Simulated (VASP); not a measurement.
# Ga2O (P-3m1) in VASP: further runs

The runs below take Ga2O through single point, with PBE.

All numbers are computed with VASP 6.6.1; they aren't measurements. Logs are shortened: lines on timing, memory, paths and dates and some standing lists are left out, and cuts for length are marked.

## 1. The cell of the first run

The structure is trigonal, space group P-3m1 (No. 164). Conventional cell: a = 3.108 Å, b = 3.108 Å, c = 11.449 Å, α = 90.00°, β = 90.00°, γ = 120.00°. Within 2.6 Å of Ga (site symmetry 3m) lie 3 O at 1.97 Å and 1 Ga at 2.55 Å. Within 3.3 Å of Ga (site symmetry 3m) lie 1 O at 2.50 Å and 9 Ga at 2.89 to 3.11 Å. Within 2.6 Å of O (site symmetry 3m) lie 4 Ga at 1.97 to 2.50 Å.

## 2. Single point, PBE

INCAR

```
  PREC = Accurate
  ENCUT = 520
  EDIFF = 1E-7
  ISMEAR = 0
  SIGMA = 0.1
  LREAL = F
  LASPH = T
  NELM = 60
  ALGO = Normal
  ISIF = 2
  LWAVE = F
  LCHARG = F
  GGA = PE
  NBANDS = 41
```

KPOINTS

```
regular mesh
0
Gamma
  6 6 2
```

POSCAR

```
Ga2O
1.0
    3.1075367258      0.0000000000      0.0000000000
   -1.5537683629      2.6912057478      0.0000000000
    0.0000000000      0.0000000000     11.4490658427
Ga O
4 2
Direct
    0.0000000000      0.0000000000      0.3888344611
    0.0000000000      0.0000000000      0.6111655389
    0.6666666667      0.3333333333      0.0987866977
    0.3333333333      0.6666666667      0.9012133023
    0.6666666667      0.3333333333      0.3171307563
    0.3333333333      0.6666666667      0.6828692437
```

Potentials or basis: VASP PAW PBE potentials, release 64 (Ga_d, O).

The run is started by

```sh
$ cat potpaw_PBE.64/Ga_d/POTCAR potpaw_PBE.64/O/POTCAR > POTCAR
$ mpirun -np 1 vasp_std > vasp.out
```

OUTCAR:

```text
PREC = Accurate
   ENCUT = 520
   EDIFF = 1E-7
   ISMEAR = 0
   LREAL = F
   LASPH = T
   NELM = 60
   ISIF = 2
   GGA = PE

 ion  position               nearest neighbor table
   1  0.000  0.000  0.389-   5 1.97   5 1.97   5 1.97   2 2.55
   2  0.000  0.000  0.611-   6 1.97   6 1.97   6 1.97   1 2.55
   3  0.667  0.333  0.099-   4 2.89   4 2.89   4 2.89
   4  0.333  0.667  0.901-   3 2.89   3 2.89   3 2.89
   5  0.667  0.333  0.317-   1 1.97   1 1.97   1 1.97
   6  0.333  0.667  0.683-   2 1.97   2 1.97   2 1.97

  LATTYP: Found a hexagonal cell.
 ALAT       =     3.1075367258
 C/A-ratio  =     3.6842897938

  Lattice vectors:

 A1 = (   3.1075367258,   0.0000000000,   0.0000000000)
 A2 = (  -1.5537683629,   2.6912057478,   0.0000000000)
 A3 = (   0.0000000000,   0.0000000000,  11.4490658427)

Analysis of symmetry for initial positions (statically):
=====================================================================
 Subroutine PRICEL returns:
 Original cell was already a primitive cell.

 Routine SETGRP: Setting up the symmetry group for a
 hexagonal supercell.

 Subroutine GETGRP returns: Found 12 space group operations
 (whereof 12 operations were pure point group operations)
 out of a pool of 24 trial point group operations.

The static configuration has the point symmetry D_3d.

Analysis of symmetry for dynamics (positions and initial velocities):
=====================================================================
 Subroutine PRICEL returns:
 Original cell was already a primitive cell.

 Routine SETGRP: Setting up the symmetry group for a
 hexagonal supercell.

 Subroutine GETGRP returns: Found 12 space group operations
 (whereof 12 operations were pure point group operations)
 out of a pool of 24 trial point group operations.

The dynamic configuration has the point symmetry D_3d.

 Subroutine INISYM returns: Found 12 space group operations
 (whereof 12 operations are pure point group operations),
 and found     1 'primitive' translations

----------------------------------------------------------------------------------------

                                     Primitive cell

  volume of cell :      95.7488

  direct lattice vectors                    reciprocal lattice vectors
     3.107536726  0.000000000  0.000000000     0.321798289  0.185790329  0.000000000
    -1.553768363  2.691205748  0.000000000     0.000000000  0.371580657  0.000000000
     0.000000000  0.000000000 11.449065843     0.000000000  0.000000000  0.087343371

  length of vectors
     3.107536726  3.107536726 11.449065843     0.371580657  0.371580657  0.087343371

  position of ions in fractional coordinates (direct lattice)
     0.000000000  0.000000000  0.388834461
     0.000000000  0.000000000  0.611165539
     0.666666667  0.333333333  0.098786698
     0.333333333  0.666666667  0.901213302
     0.666666667  0.333333333  0.317130756
     0.333333333  0.666666667  0.682869244

  ion indices of the primitive-cell ions
   primitive index   ion index
                 1           1
                 2           2
                 3           3
                 4           4
                 5           5
                 6           6

----------------------------------------------------------------------------------------

 KPOINTS: regular mesh

Automatic generation of k-mesh.
 Grid dimensions read from file:
 generate k-points for:    6    6    2

 Generating k-lattice:

  Cartesian coordinates                     Fractional coordinates (reciprocal lattice)
     0.053633048  0.030965055  0.000000000     0.166666667  0.000000000  0.000000000
     0.000000000  0.061930110  0.000000000     0.000000000  0.166666667  0.000000000
     0.000000000  0.000000000  0.043671685     0.000000000  0.000000000  0.500000000

  Length of vectors
     0.061930110  0.061930110  0.043671685

  Shift w.r.t. Gamma in fractional coordinates (k-lattice)
     0.000000000  0.000000000  0.000000000

 Subroutine IBZKPT returns following result:
 ===========================================

 Found     14 irreducible k-points:

 Following reciprocal coordinates:
            Coordinates               Weight
  0.000000  0.000000  0.000000      1.000000
  0.166667 -0.000000  0.000000      6.000000
  0.333333 -0.000000  0.000000      6.000000
  0.500000 -0.000000  0.000000      3.000000
  0.166667  0.166667  0.000000      6.000000
  0.333333  0.166667  0.000000     12.000000
  0.333333  0.333333  0.000000      2.000000
  0.000000  0.000000  0.500000      1.000000
  0.166667 -0.000000  0.500000      6.000000
  0.333333 -0.000000  0.500000      6.000000
  0.500000 -0.000000  0.500000      3.000000
  0.166667  0.166667  0.500000      6.000000
  0.333333  0.166667  0.500000     12.000000
  0.333333  0.333333  0.500000      2.000000
   k-points           NKPTS =     14   k-points in BZ     NKDIM =     14   number of bands    NBANDS=     41
   number of dos      NEDOS =    301   number of ions     NIONS =      6
   total plane-waves  NPLWV =  51840
   dimension x,y,z NGX =    24 NGY =   24 NGZ =   90
   dimension x,y,z NGXF=    48 NGYF=   48 NGZF=  180
   ions per type =               4   2
   NGX,Y,Z   is equivalent  to a cutoff of  12.84, 12.84, 13.07 a.u.
   NGXF,Y,Z  is equivalent  to a cutoff of  25.68, 25.68, 26.14 a.u.
 SYSTEM =  unknown system
   PREC   = accura    normal or accurate (medium, high low for compatibility)
   ISTART =      0    job   : 0-new  1-cont  2-samecut
   ICHARG =      2    charge: 1-file 2-atom 10-const
   ISPIN  =      1    spin polarized calculation?
   LNONCOLLINEAR =      F non collinear calculations
   LSORBIT =      F    spin-orbit coupling
   LASPH  =      T    aspherical Exc in radial PAW
   ENCUT  =  520.0 eV  38.22 Ry    6.18 a.u.   5.78  5.78 21.29*2*pi/ulx,y,z
   NELM   =     60;   NELMIN=  2; NELMDL= -5     # of ELM steps
   EDIFF  = 0.1E-06   stopping-criterion for ELM
   LREAL  =      F    real-space projection
   EDIFFG = 0.1E-05   stopping-criterion for IOM
   NSW    =      0    number of steps for IOM
   IBRION =     -1    ionic relax: 0-MD 1-quasi-New 2-CG
   NFREE  =      0    steps in history (QN), initial steepest desc. (CG)
   ISIF   =      2    stress and relaxation
   ISYM   =      2    0-nonsym 1-usesym 2-fastsym
   POTIM  = 0.5000    time-step for ionic-motion
   TEBEG  =    0.0;   TEEND  =   0.0 temperature during run
   PSTRESS=    0.0 pullay stress
   NELECT =      64.0000    total number of electrons
   NUPDOWN=      -1.0000    fix difference up-down
   EMIN   =  10.00;   EMAX   =-10.00  energy-range for DOS
   EFERMI =   0.00;   METHOD = LEGACY
   ISMEAR =     0;   SIGMA  =   0.10  broadening in eV -4-tet -1-fermi 0-gaus
   EFERMI_NEDOS =   21; number of points for ismear=-14 and -15
   IALGO  =     38    algorithm
   IMIX   =      4    mixing-type and parameters
     AMIX     =   0.40;   BMIX     =  1.00
     AMIX_MAG =   1.60;   BMIX_MAG =  1.00
  volume/ion in A,a.u.               =      15.96       107.69
  Fermi-wavevector in a.u.,A,eV,Ry     =   1.431387  2.704929 27.876553  2.048869
  Thomas-Fermi vector in A             =   2.551129
   LORBIT       =      0    0 simple, 1 ext, 2 COOP (PROOUT), +10 PAW based schemes
   GGA     = PE    functional components
   LHFCALC =     F    Hartree Fock is set to
   AEXX    =    0.0000 exact exchange contribution
   IVDW    =     0    specifies the selected vdW correction
   LEPSILON=     F    determine dielectric tensor
   LRPA    =     F    only Hartree local field effects (RPA)
 non-spin polarized calculation
 Gauss-broadening in eV      SIGMA  =   0.10
  energy-cutoff  :      520.00
  volume of cell :       95.75
 maximum number of plane-waves:      2600
 NGX is ok and might be reduce to    24
   NGX = 11   NGY = 11   NGZ = 43

 number of electron      64.0000036 magnetization

 Free energy of the ion-electron system (eV)
  ---------------------------------------------------
  ext. energy  EPLUGINS =         0.00000000
  ---------------------------------------------------
  free energy    TOTEN  =       -26.76169775 eV

  energy without entropy =      -26.75345360  energy(sigma->0) =      -26.75757567

 E-fermi :   5.7219     XC(G=0): -10.6142

 val. band max:        5.7120259143   @ k =   0.3333   0.3333   0.0000
 cond. band min:       5.8001832211   @ k =   0.5000  -0.0000   0.0000
 fundamental gap:      0.0881573068
 Fermi energy:         5.7219312413

 k-point     1 :       0.0000    0.0000    0.0000
  band No.  band energies     occupation
      1     -15.5925      2.00000
      2     -15.5467      2.00000
      3     -10.5803      2.00000
      4     -10.5803      2.00000
      5     -10.5729      2.00000
      6     -10.5729      2.00000
[... 33 lines left out ...]
     40      14.2491      0.00000
     41      15.1827      0.00000

 k-point     2 :       0.1667   -0.0000    0.0000
  band No.  band energies     occupation
      1     -15.4510      2.00000
      2     -15.4154      2.00000
      3     -10.5805      2.00000
      4     -10.5357      2.00000
      5     -10.5322      2.00000
      6     -10.5266      2.00000
[... 33 lines left out ...]
     40      13.0518      0.00000
     41      13.0587      0.00000

 k-point     3 :       0.3333   -0.0000    0.0000
  band No.  band energies     occupation
      1     -15.1687      2.00000
      2     -15.1538      2.00000
      3     -10.5467      2.00000
      4     -10.4952      2.00000
      5     -10.4900      2.00000
      6     -10.4298      2.00000
[... 33 lines left out ...]
     40      12.2109      0.00000
     41      12.4393      0.00000

 k-point     4 :       0.5000   -0.0000    0.0000
  band No.  band energies     occupation
      1     -15.0289      2.00000
      2     -15.0257      2.00000
      3     -10.5298      2.00000
      4     -10.5223      2.00000
      5     -10.4858      2.00000
      6     -10.4146      2.00000
[... 385 lines left out ...]
     40      11.4118      0.00000
     41      12.4625      0.00000

 k-point    13 :       0.3333    0.1667    0.5000
  band No.  band energies     occupation
      1     -15.0326      2.00000
      2     -15.0279      2.00000
      3     -10.5263      2.00000
      4     -10.5006      2.00000
      5     -10.4949      2.00000
      6     -10.4125      2.00000
[... 33 lines left out ...]
     40      10.9915      0.00000
     41      11.9543      0.00000

 k-point    14 :       0.3333    0.3333    0.5000
  band No.  band energies     occupation
      1     -14.9679      2.00000
      2     -14.9679      2.00000
      3     -10.5172      2.00000
      4     -10.5172      2.00000
      5     -10.4921      2.00000
      6     -10.3704      2.00000
[... 33 lines left out ...]
     40      10.8020      0.00000
     41      11.9718      0.00000

------------------------ aborting loop because EDIFF is reached ----------------------------------------

  FORCE on cell =-STRESS in cart. coord.  units (eV):
  Direction    XX          YY          ZZ          XY          YZ          ZX
  --------------------------------------------------------------------------------------
  -------------------------------------------------------------------------------------
  Total        0.2884088      0.2884088      0.3421211     -0.0000000      0.0000000      0.0000000
  in kB        4.8259832      4.8259832      5.7247583     -0.0000000      0.0000000      0.0000000
  external PRESSURE =       5.1255749 kB  Pullay stress =       0.0000000 kB

 VOLUME and BASIS-vectors are now :
 -----------------------------------------------------------------------------
  energy-cutoff  :      520.00
  volume of cell :       95.75
      direct lattice vectors                 reciprocal lattice vectors
     3.107536726  0.000000000  0.000000000     0.321798289  0.185790329  0.000000000
    -1.553768363  2.691205748  0.000000000     0.000000000  0.371580657  0.000000000
     0.000000000  0.000000000 11.449065843     0.000000000  0.000000000  0.087343371

 POSITION                                       TOTAL-FORCE (eV/Angst)
 -----------------------------------------------------------------------------------
      0.00000      0.00000      4.45179         0.000000     -0.000000      0.010471
      0.00000      0.00000      6.99727         0.000000      0.000000     -0.010471
      1.55377      0.89707      1.13102         0.000000      0.000000     -0.010151
     -0.00000      1.79414     10.31805        -0.000000     -0.000000      0.010151
      1.55377      0.89707      3.63085        -0.000000      0.000000     -0.016654
     -0.00000      1.79414      7.81821        -0.000000      0.000000      0.016654
 -----------------------------------------------------------------------------------
    total drift:                                0.000000      0.000000      0.000000

  FREE ENERGIE OF THE ION-ELECTRON SYSTEM (eV)
  ---------------------------------------------------
  free  energy   TOTEN  =       -26.7616977533 eV

  energy  without entropy=      -26.7534535959  energy(sigma->0) =      -26.75757567
```

It took 76 s on 1 thread of Intel Xeon 8259CL, shared host; peak memory 0.22 GiB.

What came out:

```
Free energy            : -26.7617 eV
Pressure               : 0.5 GPa
Largest force          : 0.017 eV/Å
Band gap on the k mesh : zero (bands 32 and 33 overlap by 2.18 eV)
```

Forces in eV/Å, atoms in the order of the input:
```
Ga   0.000  0.000  0.010
Ga   0.000  0.000 -0.010
Ga   0.000  0.000 -0.010
Ga   0.000  0.000  0.010
O    0.000  0.000 -0.017
O    0.000  0.000  0.017
```

Levels at points of the mesh, in eV from the Fermi level:
| k point | band 29 | band 30 | band 31 | band 32 | band 33 | band 34 | band 35 | band 36 |
| --- | --- | --- | --- | --- | --- | --- | --- | --- |
| (0.00, 0.00, 0.00) | -4.73 | -4.73 | -4.41 | -1.22 | -0.31 | 2.05 | 5.21 | 7.28 |
| (0.50, 0.00, 0.00) | -5.04 | -4.26 | -3.55 | -1.42 | -1.33 | 0.08 | 2.07 | 2.58 |
| (0.00, 0.00, 0.50) | -4.73 | -4.73 | -3.20 | -2.41 | 0.69 | 1.43 | 5.96 | 6.48 |
| (0.50, 0.00, 0.50) | -5.13 | -4.34 | -3.29 | -1.74 | -1.13 | -0.03 | 2.36 | 2.53 |

Caveat: the k points lie up to 0.39 Å⁻¹ apart, too coarse for converged energies and pressures of a metal.

## 3. Single point, PBE

This run uses another cell than the first one, of 12.26 Å³/atom.

INCAR

```
ALGO = Normal
EDIFF = 1E-7
ENCUT = 520
GGA = PE
ISIF = 2
ISMEAR = -1
LASPH = True
LCHARG = True
LELF = True
LREAL = False
LVHAR = True
LWAVE = False
NBANDS = 41
NELM = 60
PREC = Accurate
SIGMA = 0.15
```

KPOINTS

```
k-points
0
Gamma
  12 12 4
```

POSCAR

```
Ga2O
1.0
    2.8181733102      0.0000000000      0.0000000000
   -1.4090866551      2.4406096789      0.0000000000
    0.0000000000      0.0000000000     10.6957693700
Ga O
4 2
Direct
    0.0000000000      0.0000000000      0.3908906850
    0.0000000000      0.0000000000      0.6091093150
    0.6666666667      0.3333333333      0.1027182830
    0.3333333333      0.6666666667      0.8972817170
    0.6666666667      0.3333333333      0.2945681441
    0.3333333333      0.6666666667      0.7054318559
```

Potentials or basis: VASP PAW PBE potentials, release 64 (Ga_d, O).

The run is started by

```sh
$ cat potpaw_PBE.64/Ga_d/POTCAR potpaw_PBE.64/O/POTCAR > POTCAR
$ mpirun -np 1 vasp_std > vasp.out
```

Run time: 5.8 min. Hardware: 1 thread of Intel Xeon 8259CL, shared host; peak memory 0.3 GiB.

The run converged. Its results:

| Property | Result |
| --- | --- |
| Free energy | -25.2703 eV |
| Pressure | 25.5 GPa |
| Largest force | 0.074 eV/Å |
| Band gap on the k mesh | zero (bands 32 and 33 overlap by 1.97 eV) |

Forces on the atoms (eV/Å):
```
Ga   0.000  0.000  0.074
Ga   0.000  0.000 -0.074
Ga   0.000  0.000 -0.020
Ga   0.000  0.000  0.020
O    0.000  0.000 -0.055
O    0.000  0.000  0.055
```

Stress tensor (GPa, compression positive):
```
25.48  0.00  0.00
 0.00 25.48  0.00
 0.00  0.00 25.63
```

Levels at points of the mesh, in eV from the Fermi level:
```
           k point  band 29  band 30  band 31  band 32  band 33  band 34  band 35  band 36
(0.00, 0.00, 0.00)    -4.44    -4.42    -4.42    -0.41     0.53     4.00     6.09     9.30
(0.50, 0.00, 0.00)    -4.87    -4.75    -4.08    -2.03    -0.16    -0.10     2.85     2.92
(0.00, 0.00, 0.50)    -4.42    -4.42    -3.55    -2.08     2.07     3.00     6.68     8.84
(0.50, 0.00, 0.50)    -5.15    -4.69    -3.86    -1.57    -1.01     0.01     2.93     3.44
```

Caveat: the cell stands under pressure.

(Part 1 of 3 ends here.)
